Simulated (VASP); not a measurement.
# Ca (I4/mmm) in VASP: a series of runs

Ca is run at these levels: PBE; tasks: single point.

All numbers are computed with VASP 6.6.1; they aren't measurements. Logs are shortened: lines on timing, memory, paths and dates and some standing lists are left out, and cuts for length are marked.

**1. The cell of the first run**

It takes space group I4/mmm (No. 139, tetragonal). Conventional cell: a = 4.190 Å, b = 4.190 Å, c = 4.173 Å, α = 90.00°, β = 90.00°, γ = 90.00°. Within 4.8 Å of Ca (site symmetry 4/mmm) lie 14 Ca at 3.62 to 4.19 Å.

**2. Single point, PBE (strain -0.050 along x and y, -0.050 along z)**

INCAR

```
ALGO = Normal
EDIFF = 1E-6
ENCUT = 520
GGA = PE
ISIF = 2
ISMEAR = 0
LASPH = T
LCHARG = T
LELF = T
LREAL = F
LVHAR = T
LWAVE = F
NBANDS = 11
NELM = 60
PREC = Accurate
SIGMA = 0.15
```

KPOINTS

```
k-points
0
Gamma
  16 16 16
```

POSCAR

```
Ca
1.0
   -2.0949446584      2.0949446584      2.0863090695
    2.0949446584     -2.0949446584      2.0863090695
    2.0949446584      2.0949446584     -2.0863090695
Ca
1
Direct
    0.5000000000      0.5000000000      0.0000000000
```

Potentials or basis: VASP PAW PBE potentials, release 64 (Ca_sv).

The run is started by

```
$ cat potpaw_PBE.64/Ca_sv/POTCAR > POTCAR
$ mpirun -np 1 vasp_std > vasp.out
```

OUTCAR:

```text
EDIFF = 1E-6
   ENCUT = 520
   GGA = PE
   ISIF = 2
   ISMEAR = 0
   LASPH = T
   LREAL = F
   NELM = 60
   PREC = Accurate

 ion  position               nearest neighbor table
   1  0.500  0.500  0.000-

  LATTYP: Found a body centered tetragonal cell.
 ALAT       =     4.1898893168
 C/A-ratio  =     0.9958778916

  Lattice vectors:

 A1 = (  -2.0949446584,   2.0949446584,   2.0863090695)
 A2 = (   2.0949446584,  -2.0949446584,   2.0863090695)
 A3 = (   2.0949446584,   2.0949446584,  -2.0863090695)

Analysis of symmetry for initial positions (statically):
=====================================================================
 Subroutine PRICEL returns:
 Original cell was already a primitive cell.

 Routine SETGRP: Setting up the symmetry group for a
 body centered tetragonal supercell.

 Subroutine GETGRP returns: Found 16 space group operations
 (whereof 16 operations were pure point group operations)
 out of a pool of 16 trial point group operations.

The static configuration has the point symmetry D_4h.

Analysis of symmetry for dynamics (positions and initial velocities):
=====================================================================
 Subroutine PRICEL returns:
 Original cell was already a primitive cell.

 Routine SETGRP: Setting up the symmetry group for a
 body centered tetragonal supercell.

 Subroutine GETGRP returns: Found 16 space group operations
 (whereof 16 operations were pure point group operations)
 out of a pool of 16 trial point group operations.

The dynamic configuration has the point symmetry D_4h.

 Subroutine INISYM returns: Found 16 space group operations
 (whereof 16 operations are pure point group operations),
 and found     1 'primitive' translations

----------------------------------------------------------------------------------------

                                     Primitive cell

  volume of cell :      36.6255

  direct lattice vectors                    reciprocal lattice vectors
    -2.094944658  2.094944658  2.086309069     0.000000000  0.238669789  0.239657684
     2.094944658 -2.094944658  2.086309069     0.238669789  0.000000000  0.239657684
     2.094944658  2.094944658 -2.086309069     0.238669789  0.238669789  0.000000000

  length of vectors
     3.623571688  3.623571688  3.623571688     0.338229321  0.338229321  0.337530053

  position of ions in fractional coordinates (direct lattice)
     0.500000000  0.500000000  0.000000000

  ion indices of the primitive-cell ions
   primitive index   ion index
                 1           1

----------------------------------------------------------------------------------------

 KPOINTS: k-points

Automatic generation of k-mesh.
 Grid dimensions read from file:
 generate k-points for:   16   16   16

 Generating k-lattice:

  Cartesian coordinates                     Fractional coordinates (reciprocal lattice)
     0.000000000  0.014916862  0.014978605     0.062500000  0.000000000  0.000000000
     0.014916862  0.000000000  0.014978605     0.000000000  0.062500000  0.000000000
     0.014916862  0.014916862  0.000000000     0.000000000  0.000000000  0.062500000

  Length of vectors
     0.021139333  0.021139333  0.021095628

  Shift w.r.t. Gamma in fractional coordinates (k-lattice)
     0.000000000  0.000000000  0.000000000

 Subroutine IBZKPT returns following result:
 ===========================================

 Found    349 irreducible k-points:

 Following reciprocal coordinates:
            Coordinates               Weight
  0.000000  0.000000  0.000000      1.000000
  0.062500  0.000000  0.000000      8.000000
  0.125000  0.000000  0.000000      8.000000
  0.187500  0.000000  0.000000      8.000000
  0.250000  0.000000  0.000000      8.000000
  0.312500  0.000000  0.000000      8.000000
[... 16 lines left out ...]
 -0.125000  0.062500  0.000000     16.000000
 -0.062500  0.062500  0.000000      4.000000
 [... further k-points ...]
   k-points           NKPTS =    349   k-points in BZ     NKDIM =    349   number of bands    NBANDS=     11
   number of dos      NEDOS =    301   number of ions     NIONS =      1
   total plane-waves  NPLWV =  21952
   dimension x,y,z NGX =    28 NGY =   28 NGZ =   28
   dimension x,y,z NGXF=    56 NGYF=   56 NGZF=   56
   ions per type =               1
   NGX,Y,Z   is equivalent  to a cutoff of  12.85, 12.85, 12.85 a.u.
   NGXF,Y,Z  is equivalent  to a cutoff of  25.69, 25.69, 25.69 a.u.
 SYSTEM =  unknown system
   PREC   = accura    normal or accurate (medium, high low for compatibility)
   ISTART =      0    job   : 0-new  1-cont  2-samecut
   ICHARG =      2    charge: 1-file 2-atom 10-const
   ISPIN  =      1    spin polarized calculation?
   LNONCOLLINEAR =      F non collinear calculations
   LSORBIT =      F    spin-orbit coupling
   LASPH  =      T    aspherical Exc in radial PAW
   ENCUT  =  520.0 eV  38.22 Ry    6.18 a.u.   6.74  6.74  6.74*2*pi/ulx,y,z
   NELM   =     60;   NELMIN=  2; NELMDL= -5     # of ELM steps
   EDIFF  = 0.1E-05   stopping-criterion for ELM
   LREAL  =      F    real-space projection
   EDIFFG = 0.1E-04   stopping-criterion for IOM
   NSW    =      0    number of steps for IOM
   IBRION =     -1    ionic relax: 0-MD 1-quasi-New 2-CG
   NFREE  =      0    steps in history (QN), initial steepest desc. (CG)
   ISIF   =      2    stress and relaxation
   ISYM   =      2    0-nonsym 1-usesym 2-fastsym
   POTIM  = 0.5000    time-step for ionic-motion
   TEBEG  =    0.0;   TEEND  =   0.0 temperature during run
   PSTRESS=    0.0 pullay stress
   NELECT =      10.0000    total number of electrons
   NUPDOWN=      -1.0000    fix difference up-down
   EMIN   =  10.00;   EMAX   =-10.00  energy-range for DOS
   EFERMI =   0.00;   METHOD = LEGACY
   ISMEAR =     0;   SIGMA  =   0.15  broadening in eV -4-tet -1-fermi 0-gaus
   EFERMI_NEDOS =   21; number of points for ismear=-14 and -15
   IALGO  =     38    algorithm
   IMIX   =      4    mixing-type and parameters
     AMIX     =   0.40;   BMIX     =  1.00
     AMIX_MAG =   1.60;   BMIX_MAG =  1.00
  volume/ion in A,a.u.               =      36.63       247.16
  Fermi-wavevector in a.u.,A,eV,Ry     =   1.062055  2.006993 15.346832  1.127960
  Thomas-Fermi vector in A             =   2.197492
   LORBIT       =      0    0 simple, 1 ext, 2 COOP (PROOUT), +10 PAW based schemes
   GGA     = PE    functional components
   LHFCALC =     F    Hartree Fock is set to
   AEXX    =    0.0000 exact exchange contribution
   IVDW    =     0    specifies the selected vdW correction
   LEPSILON=     F    determine dielectric tensor
   LRPA    =     F    only Hartree local field effects (RPA)
 non-spin polarized calculation
 Gauss-broadening in eV      SIGMA  =   0.15
  energy-cutoff  :      520.00
  volume of cell :       36.63
 maximum number of plane-waves:      1000
   NGX = 13   NGY = 13   NGZ = 13

 number of electron      10.0000001 magnetization

 Free energy of the ion-electron system (eV)
  ---------------------------------------------------
  ext. energy  EPLUGINS =         0.00000000
  ---------------------------------------------------
  free energy    TOTEN  =        -1.87625612 eV

  energy without entropy =       -1.86174256  energy(sigma->0) =       -1.86899934

 E-fermi :   2.6105     XC(G=0):  -8.1826

 val. band max:        2.6007089436   @ k =  -0.3125  -0.4375   0.1875
 cond. band min:       2.6118155238   @ k =  -0.4375  -0.4375   0.1875
 fundamental gap:      0.0111065802
 Fermi energy:         2.6104925372

 k-point     1 :       0.0000    0.0000    0.0000
  band No.  band energies     occupation
      1     -39.1094      2.00000
      2     -20.0000      2.00000
      3     -19.9991      2.00000
      4     -19.9991      2.00000
      5      -1.7121      2.00000
      6       5.0967      0.00000
      7       5.1184      0.00000
      8       5.1184      0.00000
      9       6.3102      0.00000
     10       6.3386      0.00000
     11      13.5330      0.00000

 k-point     2 :       0.0625    0.0000    0.0000
  band No.  band energies     occupation
      1     -39.1083      2.00000
      2     -20.0087      2.00000
      3     -20.0020      2.00000
      4     -19.9995      2.00000
      5      -1.6319      2.00000
      6       5.0529      0.00000
      7       5.0879      0.00000
      8       5.1719      0.00000
      9       6.2612      0.00000
     10       6.3209      0.00000
     11      13.5205      0.00000

 k-point     3 :       0.1250    0.0000    0.0000
  band No.  band energies     occupation
      1     -39.1052      2.00000
      2     -20.0346      2.00000
      3     -20.0103      2.00000
      4     -19.9996      2.00000
      5      -1.3950      2.00000
      6       4.9069      0.00000
      7       4.9576      0.00000
      8       5.3588      0.00000
      9       6.1349      0.00000
     10       6.3267      0.00000
     11      13.2820      0.00000

 k-point     4 :       0.1875    0.0000    0.0000
  band No.  band energies     occupation
      1     -39.1006      2.00000
      2     -20.0731      2.00000
      3     -20.0228      2.00000
      4     -19.9998      2.00000
      5      -1.0134      2.00000
      6       4.6698      0.00000
      7       4.7026      0.00000
      8       5.6616      0.00000
      9       6.0816      0.00000
     10       6.3503      0.00000
     11      12.5758      0.00000
[... 239 lines left out ...]
 k-point    22 :      -0.1875    0.0625    0.0000
  band No.  band energies     occupation
      1     -39.1024      2.00000
      2     -20.0582      2.00000
      3     -20.0151      2.00000
      4     -20.0028      2.00000
      5      -1.1647      2.00000
      6       4.7790      0.00000
      7       4.7954      0.00000
      8       5.5511      0.00000
      9       6.0312      0.00000
     10       6.3811      0.00000
     11      12.9864      0.00000

 k-point    23 :      -0.1250    0.0625    0.0000
  band No.  band energies     occupation
      1     -39.1062      2.00000
      2     -20.0264      2.00000
      3     -20.0055      2.00000
      4     -20.0015      2.00000
      5      -1.4739      2.00000
      6       4.9676      0.00000
      7       4.9880      0.00000
      8       5.3069      0.00000
      9       6.1375      0.00000
     10       6.3480      0.00000
     11      13.3726      0.00000

 k-point    24 :      -0.0625    0.0625    0.0000
  band No.  band energies     occupation
      1     -39.1083      2.00000
      2     -20.0082      2.00000
      3     -20.0028      2.00000
      4     -19.9991      2.00000
      5      -1.6322      2.00000
      6       5.0656      0.00000
      7       5.0669      0.00000
      8       5.1817      0.00000
      9       6.2423      0.00000
     10       6.3389      0.00000
     11      13.5045      0.00000

 [... further k-points ...]
[... 5 lines left out ...]
  --------------------------------------------------------------------------------------
  -------------------------------------------------------------------------------------
  Total        0.6519079      0.6519079      0.6526882      0.0000000     -0.0000000      0.0000000
  in kB       28.5176090     28.5176090     28.5517400      0.0000000     -0.0000000      0.0000000
  external PRESSURE =      28.5289860 kB  Pullay stress =       0.0000000 kB

 VOLUME and BASIS-vectors are now :
 -----------------------------------------------------------------------------
  energy-cutoff  :      520.00
  volume of cell :       36.63
      direct lattice vectors                 reciprocal lattice vectors
    -2.094944658  2.094944658  2.086309069     0.000000000  0.238669789  0.239657684
     2.094944658 -2.094944658  2.086309069     0.238669789  0.000000000  0.239657684
     2.094944658  2.094944658 -2.086309069     0.238669789  0.238669789  0.000000000

 POSITION                                       TOTAL-FORCE (eV/Angst)
 -----------------------------------------------------------------------------------
      0.00000      0.00000      2.08631         0.000000     -0.000000      0.000000
 -----------------------------------------------------------------------------------
    total drift:                                0.000000     -0.000000      0.000000

  FREE ENERGIE OF THE ION-ELECTRON SYSTEM (eV)
  ---------------------------------------------------
  free  energy   TOTEN  =        -1.8762561174 eV

  energy  without entropy=       -1.8617425618  energy(sigma->0) =       -1.86899934
```

It took 41 s on 1 thread of Intel Xeon 6975P-C (Granite Rapids), shared host; peak memory 0.26 GiB.

Results:

- Free energy: -1.8763 eV
- Pressure: 2.9 GPa
- Band gap on the k mesh: zero (band 5 reaches 2.98 eV, above the bottom of band 6 at 2.48 eV)

Levels at points of the mesh, in eV from the Fermi level:
```csv
k point,band 3,band 4,band 5,band 6,band 7,band 8
"(0.00, 0.00, 0.00)",-22.61,-22.61,-4.32,2.49,2.51,2.51
"(0.50, 0.00, 0.00)",-22.69,-22.61,-0.99,0.14,1.37,3.65
"(0.50, 0.50, 0.00)",-22.69,-22.61,-1.00,0.12,1.39,3.63
"(0.50, 0.50, 0.50)",-22.77,-22.77,-0.14,-0.13,4.53,4.53
```

Caveat: the cell differs from its parent crystal (strain -0.050 along x and y, -0.050 along z).

**3. Single point, PBE (strain -0.050 along x and y, -0.025 along z)**

INCAR

```
SYSTEM = Ca
  ALGO = Fast
  EDIFF = 1E-7
  ENCUT = 520
  GGA = PE
  ISIF = 2
  ISMEAR = 0
  LASPH = .TRUE.
  LCHARG = .TRUE.
  LELF = .TRUE.
  LREAL = .FALSE.
  LVHAR = .TRUE.
  LWAVE = .FALSE.
  NBANDS = 11
  NELM = 80
  PREC = Accurate
  SIGMA = 0.15
```

KPOINTS

```
k-points
0
G
  16 16 16
  0 0 0
```

POSCAR

```
Ca
1.0
   -2.0949446584      2.0949446584      2.1412119398
    2.0949446584     -2.0949446584      2.1412119398
    2.0949446584      2.0949446584     -2.1412119398
Ca
1
Direct
    0.5000000000      0.5000000000      0.0000000000
```

Potentials or basis: VASP PAW PBE potentials, release 64 (Ca_sv).

The run is started by

```
$ cat potpaw_PBE.64/Ca_sv/POTCAR > POTCAR
$ mpirun -np 1 vasp_std > vasp.out
```

Run time: 2 min. Hardware: 1 thread of Intel Xeon Platinum 8375C at 2.90GHz (Ice Lake), shared host; peak memory 0.24 GiB.

Results (log left out):

```
Free energy            : -1.8917 eV
Pressure               : 2.2 GPa
Band gap on the k mesh : zero (band 5 reaches 2.83 eV, above the bottom of band 6 at 2.42 eV)
```

Levels at points of the mesh, in eV from the Fermi level:
| k point | band 2 | band 3 | band 4 | band 5 | band 6 | band 7 | band 8 | band 9 |
| --- | --- | --- | --- | --- | --- | --- | --- | --- |
| (0.00, 0.00, 0.00) | -22.68 | -22.68 | -22.68 | -4.28 | 2.43 | 2.43 | 2.54 | 3.57 |
| (0.50, 0.00, 0.00) | -22.89 | -22.75 | -22.68 | -0.99 | 0.07 | 1.41 | 3.51 | 3.97 |
| (0.50, 0.50, 0.00) | -22.89 | -22.75 | -22.68 | -0.95 | 0.15 | 1.28 | 3.66 | 4.01 |
| (0.50, 0.50, 0.50) | -22.83 | -22.83 | -22.83 | -0.13 | -0.07 | 4.17 | 4.55 | 4.57 |

Caveat: the cell differs from its parent crystal (strain -0.050 along x and y, -0.025 along z).

(Part 1 of 2 ends here.)
